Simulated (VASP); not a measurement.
AlN, 12 atoms in the cell. Symmetry: Cm, No. 8, monoclinic system. The conventional cell has a = 5.393 Å, b = 3.114 Å, c = 15.280 Å, α = 90.00°, β = 93.37°, γ = 90.00°. Al (site symmetry m) has 4 N at 1.91 Å within 2.5 Å. Within 2.5 Å of Al (site symmetry m) lie 4 N at 1.91 Å. Al (site symmetry m) has 4 N at 1.91 Å within 2.5 Å. Within 2.5 Å of Al (site symmetry m) lie 4 N at 1.91 Å. Within 2.5 Å of Al (site symmetry m) lie 4 N at 1.91 Å. Within 2.5 Å of Al (site symmetry m) lie 4 N at 1.91 to 2.11 Å. N (site symmetry m) has 4 Al at 1.91 Å within 2.5 Å. N (site symmetry m) has 4 Al at 1.91 Å within 2.5 Å. 

| Quantity | Value |
| --- | --- |
| Program | VASP 6.6.1 |
| Task | single point |
| Functional | PBE |
| Potentials or basis | VASP PAW PBE potentials, release 64 (Al, N) |
| Cutoff | 520 eV |
| k mesh | 8 × 8 × 2 |
| Occupations | gaussian, width 0.05 eV |
| Spin | no spin polarisation |
| Dipole correction | no |
| Further INCAR settings | ALGO = Normal; EDIFF = 1e-06; NBANDS = 36; ISYM = 0 |

Potentials or basis: VASP PAW PBE potentials, release 64 (Al, N).

Run with:

```bash
$ cat potpaw_PBE.64/Al/POTCAR potpaw_PBE.64/N/POTCAR > POTCAR
$ mpirun -np 1 vasp_std > vasp.out
```

Hardware: 1 thread of Intel(R) Xeon(R) 6975P-C (Granite Rapids) (shared host).

Task: Estimate the wall time of this run.

Result: It took 110 s on 1 thread of Intel(R) Xeon(R) 6975P-C (Granite Rapids), on a shared host, peak memory 0.37 GiB. Counts: scf iterations 14, k points 68.
